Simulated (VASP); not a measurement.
# CoSi2 (Fm-3m) in VASP: a series of runs, part 2 of 2

VASP 6.6.1. Earlier steps stand in the parts before.

## (4) Single point, PBE, collinear spin, ferromagnetic start

Input file INCAR:

```
SYSTEM = CoSi2
PREC     = Accurate       ! precision mode
ENCUT    = 520            ! plane-wave cutoff, eV
EDIFF    = 1E-6           ! SCF threshold, eV
ISMEAR   = -1             ! smearing method
SIGMA    = 0.1            ! smearing width, eV
LREAL    = .FALSE.        ! projectors in reciprocal space
LASPH    = .TRUE.         ! aspherical terms in the spheres
NELM     = 150            ! most SCF steps
ALGO     = Normal         ! electronic algorithm
ISIF     = 2              ! what is computed and relaxed
LWAVE    = .FALSE.        ! write WAVECAR
LCHARG   = .TRUE.         ! write CHGCAR
ISPIN    = 2              ! spin polarisation
MAGMOM   = 0.9 0 0        ! initial moments
LORBIT   = 11             ! projections on sites
NUPDOWN  = 0.9            ! fixed moment
LMAXMIX  = 4              ! l up to which the mixer works
GGA      = PE             ! functional
LELF     = .TRUE.         ! ELF
LVHAR    = .TRUE.       
NBANDS   = 20             ! bands
```

Input file KPOINTS:

```
Automatic mesh
0
G
  10 10 10
  0 0 0
```

Input file POSCAR:

```
CoSi2
1.0
    0.0000000000      2.6780000000      2.6780000000
    2.6780000000      0.0000000000      2.6780000000
    2.6780000000      2.6780000000      0.0000000000
Co Si
1 2
Direct
    0.0000000000      0.0000000000      0.0000000000
    0.2500000000      0.2500000000      0.2500000000
    0.7500000000      0.7500000000      0.7500000000
```

Potentials or basis: VASP PAW PBE potentials, release 64 (Co, Si).

On the command line:

```
cat potpaw_PBE.64/Co/POTCAR potpaw_PBE.64/Si/POTCAR > POTCAR
mpirun -np 1 vasp_std > vasp.out
```

OUTCAR:

```text
SYSTEM = CoSi2
   PREC = Accurate
   ENCUT = 520
   EDIFF = 1E-6
   ISMEAR = -1
   LREAL = .FALSE.
   LASPH = .TRUE.
   NELM = 150
   ISIF = 2
   ISPIN = 2
   LORBIT = 11
   NUPDOWN = 0.9
   GGA = PE

 ion  position               nearest neighbor table
   1  0.000  0.000  0.000-   3 2.32   2 2.32   3 2.32   2 2.32   3 2.32   3 2.32   2 2.32   2 2.32

   2  0.250  0.250  0.250-   1 2.32   1 2.32   1 2.32   1 2.32   3 2.68   3 2.68   3 2.68   3 2.68
                             3 2.68   3 2.68
   3  0.750  0.750  0.750-   1 2.32   1 2.32   1 2.32   1 2.32   2 2.68   2 2.68   2 2.68   2 2.68
                             2 2.68   2 2.68

  LATTYP: Found a face centered cubic cell.
 ALAT       =     5.3560000000

  Lattice vectors:
[... 1326 lines left out ...]
  volume of cell :       38.41
      direct lattice vectors                 reciprocal lattice vectors
     0.000000000  2.678000000  2.678000000    -0.186706497  0.186706497  0.186706497
     2.678000000  0.000000000  2.678000000     0.186706497 -0.186706497  0.186706497
     2.678000000  2.678000000  0.000000000     0.186706497  0.186706497 -0.186706497

 POSITION                                       TOTAL-FORCE (eV/Angst)
 -----------------------------------------------------------------------------------
      0.00000      0.00000      0.00000        -0.000000     -0.000000     -0.000000
      1.33900      1.33900      1.33900         0.000000      0.000000      0.000000
      4.01700      4.01700      4.01700        -0.000000     -0.000000     -0.000000
 -----------------------------------------------------------------------------------
    total drift:                               -0.000000     -0.000000      0.000000

  FREE ENERGIE OF THE ION-ELECTRON SYSTEM (eV)
  ---------------------------------------------------
  free  energy   TOTEN  =       -18.9578795588 eV

  energy  without entropy=      -18.9086758767  energy(sigma->0) =      -18.93327772

 total charge

# of ion       s       p       d       tot
------------------------------------------
    1        0.542   0.728   7.570   8.841
    2        0.728   0.870   0.000   1.598
    3        0.728   0.870   0.000   1.598
--------------------------------------------------
tot          1.999   2.468   7.570  12.037

 magnetization (x)

# of ion       s       p       d       tot
------------------------------------------
    1        0.010   0.106   0.443   0.558
    2        0.016   0.053   0.000   0.070
    3        0.016   0.053   0.000   0.070
--------------------------------------------------
tot          0.042   0.213   0.443   0.697
```

Run time: 84 s. Hardware: 1 thread of Intel Xeon 8259CL, shared host; peak memory 0.21 GiB.

What came out:

* Free energy: -18.9579 eV
* Pressure: 3.6 GPa
* Net moment: 0.90 μB per cell
* Site moments: Co +0.56; Si +0.07 μB
* Valence electrons inside the program's atomic spheres: Co 8.84; Si 1.60

Caveat: the cell stands under pressure; the total moment is fixed, so each spin has its own Fermi level.

## (5) Single point, PBE, collinear spin, ferromagnetic start

Input file INCAR:

```
SYSTEM = CoSi2
ALGO = Normal
EDIFF = 1E-6
ENCUT = 520
GGA = PE
ISIF = 2
ISMEAR = -1
ISPIN = 2
LASPH = .TRUE.
LCHARG = .TRUE.
LELF = .TRUE.
LMAXMIX = 4
LORBIT = 11
LREAL = .FALSE.
LVHAR = .TRUE.
LWAVE = .FALSE.
MAGMOM = 1.35 0 0
NBANDS = 20
NELM = 150
NUPDOWN = 1.35
PREC = Accurate
SIGMA = 0.1
```

Input file KPOINTS:

```
k-points
0
G
  10 10 10
  0 0 0
```

POSCAR is that of step 4.

Potentials or basis: VASP PAW PBE potentials, release 64 (Co, Si).

On the command line:

```
cat potpaw_PBE.64/Co/POTCAR potpaw_PBE.64/Si/POTCAR > POTCAR
mpirun -np 1 vasp_std > vasp.out
```

OUTCAR:

```text
SYSTEM = CoSi2
   EDIFF = 1E-6
   ENCUT = 520
   GGA = PE
   ISIF = 2
   ISMEAR = -1
   ISPIN = 2
   LASPH = .TRUE.
   LORBIT = 11
   LREAL = .FALSE.
   NELM = 150
   NUPDOWN = 1.35
   PREC = Accurate

 ion  position               nearest neighbor table
   1  0.000  0.000  0.000-   3 2.32   2 2.32   3 2.32   2 2.32   3 2.32   3 2.32   2 2.32   2 2.32

   2  0.250  0.250  0.250-   1 2.32   1 2.32   1 2.32   1 2.32   3 2.68   3 2.68   3 2.68   3 2.68
                             3 2.68   3 2.68
   3  0.750  0.750  0.750-   1 2.32   1 2.32   1 2.32   1 2.32   2 2.68   2 2.68   2 2.68   2 2.68
                             2 2.68   2 2.68

[... 1329 lines left out ...]
  energy-cutoff  :      520.00
  volume of cell :       38.41
      direct lattice vectors                 reciprocal lattice vectors
     0.000000000  2.678000000  2.678000000    -0.186706497  0.186706497  0.186706497
     2.678000000  0.000000000  2.678000000     0.186706497 -0.186706497  0.186706497
     2.678000000  2.678000000  0.000000000     0.186706497  0.186706497 -0.186706497

 POSITION                                       TOTAL-FORCE (eV/Angst)
 -----------------------------------------------------------------------------------
      0.00000      0.00000      0.00000        -0.000000     -0.000000     -0.000000
      1.33900      1.33900      1.33900        -0.000000     -0.000000     -0.000000
      4.01700      4.01700      4.01700         0.000000      0.000000      0.000000
 -----------------------------------------------------------------------------------
    total drift:                               -0.000000     -0.000000      0.000000

  FREE ENERGIE OF THE ION-ELECTRON SYSTEM (eV)
  ---------------------------------------------------
  free  energy   TOTEN  =       -18.5115661737 eV

  energy  without entropy=      -18.4475292818  energy(sigma->0) =      -18.47954773

 total charge

# of ion       s       p       d       tot
------------------------------------------
    1        0.543   0.721   7.560   8.824
    2        0.744   0.865   0.000   1.609
    3        0.744   0.865   0.000   1.609
--------------------------------------------------
tot          2.032   2.450   7.560  12.042

 magnetization (x)

# of ion       s       p       d       tot
------------------------------------------
    1        0.012   0.133   0.721   0.866
    2        0.035   0.069   0.000   0.104
    3        0.035   0.069   0.000   0.104
--------------------------------------------------
tot          0.081   0.271   0.721   1.074
```

stdout:

```text
POSCAR found type information on POSCAR CoSi
 POSCAR found :  2 types and       3 ions
 scaLAPACK will be used
 LDA part: xc-table for (Slater+PW92), standard interpolation
 POSCAR, INCAR and KPOINTS ok, starting setup
 FFT: planning ... GRIDC
 FFT: planning ... GRID_SOFT
 FFT: planning ... GRID
 WAVECAR not read
 entering main loop
```

Run time: 1.8 min. Hardware: 1 thread of Intel Xeon 8259CL, shared host; peak memory 0.21 GiB.

Results:

```yaml
Free_energy: -18.5116 eV
Pressure: 8.0 GPa
Net_moment: 1.35 μB per cell
Site_moments: Co +0.87; Si +0.10 μB
Valence_electrons_inside_the_program's_atomic_spheres: Co 8.82; Si 1.61
```

Caveat: the cell stands under pressure; the total moment is fixed, so each spin has its own Fermi level.

## (6) Single point, PBE, collinear spin, ferromagnetic start

Input file INCAR:

```
PREC = Accurate
ENCUT = 520
EDIFF = 1E-6
ISMEAR = -1
SIGMA = 0.1
LREAL = False
LASPH = True
NELM = 150
ALGO = Normal
ISIF = 2
LWAVE = False
LCHARG = True
ISPIN = 2
MAGMOM = 1.8 0 0
LORBIT = 11
NUPDOWN = 1.8
LMAXMIX = 4
GGA = PE
LELF = True
LVHAR = True
NBANDS = 20
```

Input file KPOINTS:

```
Automatic mesh
0
Gamma
  10 10 10
```

POSCAR is that of step 5.

Potentials or basis: VASP PAW PBE potentials, release 64 (Co, Si).

On the command line:

```
cat potpaw_PBE.64/Co/POTCAR potpaw_PBE.64/Si/POTCAR > POTCAR
mpirun -np 1 vasp_std > vasp.out
```

Run time: 87 s. Hardware: 1 thread of Intel Xeon 8259CL, shared host; peak memory 0.21 GiB.

It converged, with:

```
Free energy                                           : -17.9830 eV
Pressure                                              : 12.8 GPa
Net moment                                            : 1.80 μB per cell
Site moments                                          : Co +1.14; Si +0.14 μB
Valence electrons inside the program's atomic spheres : Co 8.80; Si 1.62
```

Caveat: the cell stands under pressure; the total moment is fixed, so each spin has its own Fermi level.

## (7) The runs side by side

| spin | fixed moment (μB) | pressure (GPa) | moment (μB) |
| --- | --- | --- | --- |
| collinear, zero start | 0.0 | 0.3 | 0.00 |
| collinear, ferromagnetic start | 0.45 | 1.0 | 0.45 |
| collinear, ferromagnetic start | 0.9 | 3.6 | 0.90 |
| collinear, ferromagnetic start | 1.35 | 8.0 | 1.35 |
| collinear, ferromagnetic start | 1.8 | 12.8 | 1.80 |

Alike in all rows: task single point; level PBE; potentials or basis VASP PAW PBE potentials, release 64 (Co, Si); cell as given; k mesh 10 × 10 × 10; cutoff (eV) 520; smearing fermi-dirac 0.1 eV.

Caveats: the total moment is fixed, so each spin has its own Fermi level; the cell stands under pressure (at least some runs).

Absolute energies hang on the potentials; compare differences alone.
